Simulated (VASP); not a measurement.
# Pt (P6_3/mmc) in VASP: a series of runs

The runs below take Pt through single point, with LDA.

Program: VASP 6.6.1. These are calculated values, not measurements. Logs are shortened: lines on timing, memory, paths and dates and some standing lists are left out, and cuts for length are marked.

**1. The cell of the first run**

It takes space group P6_3/mmc (No. 194, hexagonal). Conventional cell: a = 2.748 Å, b = 2.748 Å, c = 4.746 Å, α = 90.00°, β = 90.00°, γ = 120.00°. Pt (site symmetry -6m2) has 12 Pt at 2.75 to 2.85 Å within 3.6 Å.

**2. Single point, LDA, collinear spin, ferromagnetic start**

Input file INCAR:

```
PREC     = Accurate       # precision mode
ENCUT    = 520            # plane-wave cutoff, eV
EDIFF    = 1E-6           # SCF threshold, eV
ISMEAR   = 0              # smearing method
SIGMA    = 0.15           # smearing width, eV
LREAL    = False          # projectors in reciprocal space
LASPH    = True           # aspherical terms in the spheres
NELM     = 150            # most SCF steps
ALGO     = Normal         # electronic algorithm
ISIF     = 2              # what is computed and relaxed
LWAVE    = False          # write WAVECAR
LCHARG   = False          # write CHGCAR
ISPIN    = 2              # spin polarisation
MAGMOM   = 0.2 0.2        # initial moments
LORBIT   = 11             # projections on sites
NUPDOWN  = 0.4            # fixed moment
LMAXMIX  = 4              # l up to which the mixer works
GGA      = CA             # functional
NBANDS   = 21             # bands
```

Input file KPOINTS:

```
regular mesh
0
Gamma
  21 21 10
```

Input file POSCAR:

```
Pt
1.0
    2.7483013709      0.0000000000      0.0000000000
   -1.3741506854      2.3800988044      0.0000000000
    0.0000000000      0.0000000000      4.7455915265
Pt
2
Direct
    0.6666666667      0.3333333333      0.7500000000
    0.3333333333      0.6666666667      0.2500000000
```

Potentials or basis: VASP PAW LDA potentials, release 64 (Pt).

Command:

```bash
$ cat potpaw_LDA.64/Pt/POTCAR > POTCAR
$ mpirun -np 1 vasp_std > vasp.out
```

OUTCAR:

```text
PREC = Accurate
   ENCUT = 520
   EDIFF = 1E-6
   ISMEAR = 0
   LREAL = False
   LASPH = True
   NELM = 150
   ISIF = 2
   ISPIN = 2
   LORBIT = 11
   NUPDOWN = 0.4
   GGA = CA

 ion  position               nearest neighbor table
   1  0.667  0.333  0.750-   2 2.85   2 2.85   2 2.85   2 2.85   2 2.85   2 2.85
   2  0.333  0.667  0.250-   1 2.85   1 2.85   1 2.85   1 2.85   1 2.85   1 2.85

  LATTYP: Found a hexagonal cell.
 ALAT       =     2.7483013709
 C/A-ratio  =     1.7267362221

  Lattice vectors:

 A1 = (   2.7483013709,   0.0000000000,   0.0000000000)
 A2 = (  -1.3741506854,   2.3800988044,   0.0000000000)
 A3 = (   0.0000000000,   0.0000000000,   4.7455915265)

Analysis of symmetry for initial positions (statically):
=====================================================================
 Subroutine PRICEL returns:
 Original cell was already a primitive cell.

 Routine SETGRP: Setting up the symmetry group for a
 hexagonal supercell.

 Subroutine GETGRP returns: Found 24 space group operations
 (whereof 12 operations were pure point group operations)
 out of a pool of 24 trial point group operations.

The static configuration has the point symmetry D_3d.
 The point group associated with its full space group is D_6h.

Analysis of symmetry for dynamics (positions and initial velocities):
=====================================================================
 Subroutine PRICEL returns:
 Original cell was already a primitive cell.

 Routine SETGRP: Setting up the symmetry group for a
 hexagonal supercell.

 Subroutine GETGRP returns: Found 24 space group operations
 (whereof 12 operations were pure point group operations)
 out of a pool of 24 trial point group operations.

The dynamic configuration has the point symmetry D_3d.
 The point group associated with its full space group is D_6h.

Analysis of structural, dynamic, and magnetic symmetry:
=====================================================================
 Subroutine PRICEL returns:
 Original cell was already a primitive cell.

 Routine SETGRP: Setting up the symmetry group for a
 hexagonal supercell.

 Subroutine GETGRP returns: Found 24 space group operations
 (whereof 12 operations were pure point group operations)
 out of a pool of 24 trial point group operations.

The overall configuration has the point symmetry D_3d.
 The point group associated with its full space group is D_6h.

 Subroutine INISYM returns: Found 24 space group operations
 (whereof 12 operations are pure point group operations),
 and found     1 'primitive' translations

----------------------------------------------------------------------------------------

                                     Primitive cell

  volume of cell :      31.0420

  direct lattice vectors                    reciprocal lattice vectors
     2.748301371  0.000000000  0.000000000     0.363861115  0.210075312  0.000000000
    -1.374150685  2.380098804  0.000000000     0.000000000  0.420150625  0.000000000
     0.000000000  0.000000000  4.745591527     0.000000000  0.000000000  0.210721887

  length of vectors
     2.748301371  2.748301371  4.745591527     0.420150625  0.420150625  0.210721887

  position of ions in fractional coordinates (direct lattice)
     0.666666667  0.333333333  0.750000000
     0.333333333  0.666666667  0.250000000

  ion indices of the primitive-cell ions
   primitive index   ion index
                 1           1
                 2           2

----------------------------------------------------------------------------------------

 KPOINTS: regular mesh

Automatic generation of k-mesh.
 Grid dimensions read from file:
 generate k-points for:   21   21   10

 Generating k-lattice:

  Cartesian coordinates                     Fractional coordinates (reciprocal lattice)
     0.017326720  0.010003586  0.000000000     0.047619048  0.000000000  0.000000000
     0.000000000  0.020007173  0.000000000     0.000000000  0.047619048  0.000000000
     0.000000000  0.000000000  0.021072189     0.000000000  0.000000000  0.100000000

  Length of vectors
     0.020007173  0.020007173  0.021072189

  Shift w.r.t. Gamma in fractional coordinates (k-lattice)
     0.000000000  0.000000000  0.000000000

 Subroutine IBZKPT returns following result:
 ===========================================

 Found    288 irreducible k-points:

 Following reciprocal coordinates:
            Coordinates               Weight
  0.000000  0.000000  0.000000      1.000000
  0.047619  0.000000  0.000000      6.000000
  0.095238  0.000000  0.000000      6.000000
  0.142857 -0.000000  0.000000      6.000000
  0.190476  0.000000  0.000000      6.000000
  0.238095  0.000000  0.000000      6.000000
[... 16 lines left out ...]
  0.142857  0.095238  0.000000     12.000000
  0.190476  0.095238  0.000000     12.000000
 [... further k-points ...]
   k-points           NKPTS =    288   k-points in BZ     NKDIM =    288   number of bands    NBANDS=     21
   number of dos      NEDOS =    301   number of ions     NIONS =      2
   total plane-waves  NPLWV =  14400
   dimension x,y,z NGX =    20 NGY =   20 NGZ =   36
   dimension x,y,z NGXF=    40 NGYF=   40 NGZF=   72
   ions per type =               2
   NGX,Y,Z   is equivalent  to a cutoff of  12.10, 12.10, 12.61 a.u.
   NGXF,Y,Z  is equivalent  to a cutoff of  24.20, 24.20, 25.22 a.u.
 SYSTEM =  unknown system
   PREC   = accura    normal or accurate (medium, high low for compatibility)
   ISTART =      0    job   : 0-new  1-cont  2-samecut
   ICHARG =      2    charge: 1-file 2-atom 10-const
   ISPIN  =      2    spin polarized calculation?
   LNONCOLLINEAR =      F non collinear calculations
   LSORBIT =      F    spin-orbit coupling
   LASPH  =      T    aspherical Exc in radial PAW
   ENCUT  =  520.0 eV  38.22 Ry    6.18 a.u.   5.11  5.11  8.82*2*pi/ulx,y,z
   NELM   =    150;   NELMIN=  2; NELMDL= -5     # of ELM steps
   EDIFF  = 0.1E-05   stopping-criterion for ELM
   LREAL  =      F    real-space projection
   EDIFFG = 0.1E-04   stopping-criterion for IOM
   NSW    =      0    number of steps for IOM
   IBRION =     -1    ionic relax: 0-MD 1-quasi-New 2-CG
   NFREE  =      0    steps in history (QN), initial steepest desc. (CG)
   ISIF   =      2    stress and relaxation
   ISYM   =      2    0-nonsym 1-usesym 2-fastsym
   POTIM  = 0.5000    time-step for ionic-motion
   TEBEG  =    0.0;   TEEND  =   0.0 temperature during run
   PSTRESS=    0.0 pullay stress
   NELECT =      20.0000    total number of electrons
   NUPDOWN=       0.4000    fix difference up-down
   EMIN   =  10.00;   EMAX   =-10.00  energy-range for DOS
   EFERMI =   0.00;   METHOD = LEGACY
   ISMEAR =     0;   SIGMA  =   0.15  broadening in eV -4-tet -1-fermi 0-gaus
   EFERMI_NEDOS =   21; number of points for ismear=-14 and -15
   IALGO  =     38    algorithm
   IMIX   =      4    mixing-type and parameters
     AMIX     =   0.40;   BMIX     =  1.00
     AMIX_MAG =   1.60;   BMIX_MAG =  1.00
  volume/ion in A,a.u.               =      15.52       104.74
  Fermi-wavevector in a.u.,A,eV,Ry     =   1.413953  2.671983 27.201620  1.999263
  Thomas-Fermi vector in A             =   2.535545
   LORBIT       =     11    0 simple, 1 ext, 2 COOP (PROOUT), +10 PAW based schemes
   GGA     = CA    functional components
   LHFCALC =     F    Hartree Fock is set to
   AEXX    =    0.0000 exact exchange contribution
   IVDW    =     0    specifies the selected vdW correction
   LEPSILON=     F    determine dielectric tensor
   LRPA    =     F    only Hartree local field effects (RPA)
 spin polarized calculation
 Gauss-broadening in eV      SIGMA  =   0.15
  energy-cutoff  :      520.00
  volume of cell :       31.04
 maximum number of plane-waves:       848
   NGX = 11   NGY = 11   NGZ = 17

 number of electron      20.0000000 magnetization       0.4000000

 Free energy of the ion-electron system (eV)
  ---------------------------------------------------
  ext. energy  EPLUGINS =         0.00000000
  ---------------------------------------------------
  free energy    TOTEN  =       -14.84745268 eV

  energy without entropy =      -14.80554744  energy(sigma->0) =      -14.82650006

 E-fermi :  10.5232     XC(G=0): -13.5169

 val. band max:       10.6091529237   @ k =   0.4286  -0.0000   0.3000
 cond. band min:      10.5251033720   @ k =   0.1429   0.0476   0.0000
 fundamental gap:     -0.0840495517
 Fermi energy:        10.6109729153

 spin component 1

 k-point     1 :       0.0000    0.0000    0.0000
  band No.  band energies     occupation
      1       0.6346      1.00000
      2       3.2875      1.00000
      3       6.4630      1.00000
      4       6.9808      1.00000
      5       6.9808      1.00000
      6       7.3650      1.00000
[... 13 lines left out ...]
     20      32.9335      0.00000
     21      34.3835      0.00000
[... 529 lines left out ...]
 k-point    24 :       0.1905    0.0952    0.0000
  band No.  band energies     occupation
      1       2.6860      1.00000
      2       4.7496      1.00000
      3       5.9367      1.00000
      4       6.1243      1.00000
      5       6.6518      1.00000
      6       7.4242      1.00000
[... 13 lines left out ...]
     20      31.6428      0.00000
     21      32.4492      0.00000

 [... further k-points ...]

 spin component 2

 k-point     1 :       0.0000    0.0000    0.0000
  band No.  band energies     occupation
      1       0.6771      1.00000
      2       3.3653      1.00000
      3       6.5784      1.00000
      4       7.0877      1.00000
      5       7.0877      1.00000
      6       7.4744      1.00000
[... 13 lines left out ...]
     20      32.9775      0.00000
     21      34.4144      0.00000
[... 529 lines left out ...]
 k-point    24 :       0.1905    0.0952    0.0000
  band No.  band energies     occupation
      1       2.7318      1.00000
      2       4.8378      1.00000
      3       6.0330      1.00000
      4       6.2076      1.00000
      5       6.7535      1.00000
      6       7.5279      1.00000
[... 13 lines left out ...]
     20      31.6928      0.00000
     21      32.5064      0.00000

 [... further k-points ...]

------------------------ aborting loop because EDIFF is reached ----------------------------------------

  FORCE on cell =-STRESS in cart. coord.  units (eV):
  Direction    XX          YY          ZZ          XY          YZ          ZX
  --------------------------------------------------------------------------------------
  -------------------------------------------------------------------------------------
  Total       -2.0896856     -2.0896856     -2.1468510     -0.0000000      0.0000000      0.0000000
  in kB     -107.8553848   -107.8553848   -110.8058765     -0.0000000      0.0000000      0.0000000
  external PRESSURE =    -108.8388820 kB  Pullay stress =       0.0000000 kB

 VOLUME and BASIS-vectors are now :
 -----------------------------------------------------------------------------
  energy-cutoff  :      520.00
  volume of cell :       31.04
      direct lattice vectors                 reciprocal lattice vectors
     2.748301371  0.000000000  0.000000000     0.363861115  0.210075312  0.000000000
    -1.374150685  2.380098804  0.000000000     0.000000000  0.420150625  0.000000000
     0.000000000  0.000000000  4.745591527     0.000000000  0.000000000  0.210721887

 POSITION                                       TOTAL-FORCE (eV/Angst)
 -----------------------------------------------------------------------------------
      1.37415      0.79337      3.55919        -0.000000      0.000000      0.000000
     -0.00000      1.58673      1.18640         0.000000      0.000000      0.000000
 -----------------------------------------------------------------------------------
    total drift:                               -0.000000      0.000000     -0.000000

  FREE ENERGIE OF THE ION-ELECTRON SYSTEM (eV)
  ---------------------------------------------------
  free  energy   TOTEN  =       -14.8474526837 eV

  energy  without entropy=      -14.8055474407  energy(sigma->0) =      -14.82650006

 total charge

# of ion       s       p       d       tot
------------------------------------------
    1        0.627   0.578   8.033   9.238
    2        0.627   0.578   8.033   9.238
--------------------------------------------------
tot          1.255   1.155  16.066  18.476

 magnetization (x)

# of ion       s       p       d       tot
------------------------------------------
    1        0.001  -0.000   0.195   0.197
    2        0.001  -0.000   0.195   0.197
--------------------------------------------------
tot          0.003  -0.000   0.391   0.393
```

Run time: 3.1 min. Hardware: 1 thread of Oxide Virtual Turin-like, shared host; peak memory 0.3 GiB.

Results:

- Free energy: -14.8475 eV
- Pressure: -10.9 GPa
- Net moment: 0.40 μB per cell
- Site moments: Pt +0.20 μB
- Valence electrons inside the program's atomic spheres: Pt 9.24

Stress tensor (GPa, compression positive):
```
-10.79   0.00   0.00
  0.00 -10.79   0.00
  0.00   0.00 -11.08
```

Caveat: spin-orbit coupling is left out, which moves the levels of the heavy elements; the total moment is fixed, so each spin has its own Fermi level.

**3. Single point, LDA, collinear spin, ferromagnetic start**

Input file INCAR:

```
SYSTEM = Pt
PREC = Accurate ; ENCUT = 520
EDIFF = 1E-6 ; ISMEAR = 0
SIGMA = 0.15 ; LREAL = .FALSE.
LASPH = .TRUE. ; NELM = 150
ALGO = Normal ; ISIF = 2
LWAVE = .FALSE. ; LCHARG = .FALSE.
ISPIN = 2 ; MAGMOM = 0.15 0.15
LORBIT = 11 ; NUPDOWN = 0.3
LMAXMIX = 4 ; NBANDS = 21
```

Input file KPOINTS:

```
regular mesh
0
G
  21 21 10
  0 0 0
```

POSCAR is that of step 2.

Potentials or basis: VASP PAW LDA potentials, release 64 (Pt).

Command:

```bash
$ cat potpaw_LDA.64/Pt/POTCAR > POTCAR
$ mpirun -np 1 vasp_std > vasp.out
```

It took 2.4 min on 1 thread of Oxide Virtual Turin-like, shared host; peak memory 0.3 GiB.

Results (log left out):

- Free energy: -14.8512 eV
- Pressure: -10.9 GPa
- Net moment: 0.30 μB per cell
- Site moments: Pt +0.15 μB
- Valence electrons inside the program's atomic spheres: Pt 9.24

Caveat: spin-orbit coupling is left out, which moves the levels of the heavy elements; the total moment is fixed, so each spin has its own Fermi level.

**4. Single point, LDA, collinear spin, ferromagnetic start**

This run uses another cell than the first one, of 14.85 Å³/atom, 0.957 times its volume.

Input file INCAR:

```
PREC = Accurate
ENCUT = 520
EDIFF = 1E-6
ISMEAR = 0
SIGMA = 0.15
LREAL = F
LASPH = T
NELM = 150
ALGO = Normal
ISIF = 2
LWAVE = F
LCHARG = F
ISPIN = 2
MAGMOM = 0.15 0.15
LORBIT = 11
NUPDOWN = 0.3
LMAXMIX = 4
GGA = CA
NBANDS = 21
```

Input file KPOINTS:

```
Automatic mesh
0
Gamma
  21 21 10
```

Input file POSCAR:

```
Pt
1.0
    2.7082945876      0.0000000000      0.0000000000
   -1.3541472938      2.3454519138      0.0000000000
    0.0000000000      0.0000000000      4.6765103647
Pt
2
Direct
    0.6666666667      0.3333333333      0.7500000000
    0.3333333333      0.6666666667      0.2500000000
```

Command:

```bash
$ cat potpaw_LDA.64/Pt/POTCAR > POTCAR
$ mpirun -np 1 vasp_std > vasp.out
```

It took 3.3 min on 1 thread of Oxide Virtual Turin-like, shared host; peak memory 0.29 GiB.

The run converged. Its results:

```yaml
Free_energy: -14.8939 eV
Pressure: 1.0 GPa
Net_moment: 0.30 μB per cell
Site_moments: Pt +0.15 μB
Valence_electrons_inside_the_program's_atomic_spheres: Pt 9.36
```

Stress tensor (GPa, compression positive):
```
 1.55  0.00  0.00
 0.00  1.55  0.00
 0.00  0.00 -0.04
```

Caveat: spin-orbit coupling is left out, which moves the levels of the heavy elements; the total moment is fixed, so each spin has its own Fermi level.

**5. The runs side by side**

```tsv
fixed moment (μB)	cell	pressure (GPa)	moment (μB)
0.4	a = 2.748, b = 2.748, c = 4.746 Å, angles 90.0, 90.0, 120.0°, 2 atoms	-10.9	0.40
0.3	a = 2.748, b = 2.748, c = 4.746 Å, angles 90.0, 90.0, 120.0°, 2 atoms	-10.9	0.30
0.3	a = 2.708, b = 2.708, c = 4.677 Å, angles 90.0, 90.0, 120.0°, 2 atoms	1.0	0.30
```

Alike in all rows: task single point; level LDA; potentials or basis VASP PAW LDA potentials, release 64 (Pt); spin collinear, ferromagnetic start; k mesh 21 × 21 × 10; cutoff (eV) 520; smearing gaussian 0.15 eV.

Caveats: spin-orbit coupling is left out, which moves the levels of the heavy elements; the total moment is fixed, so each spin has its own Fermi level.

Absolute energies hang on the potentials; compare differences alone.
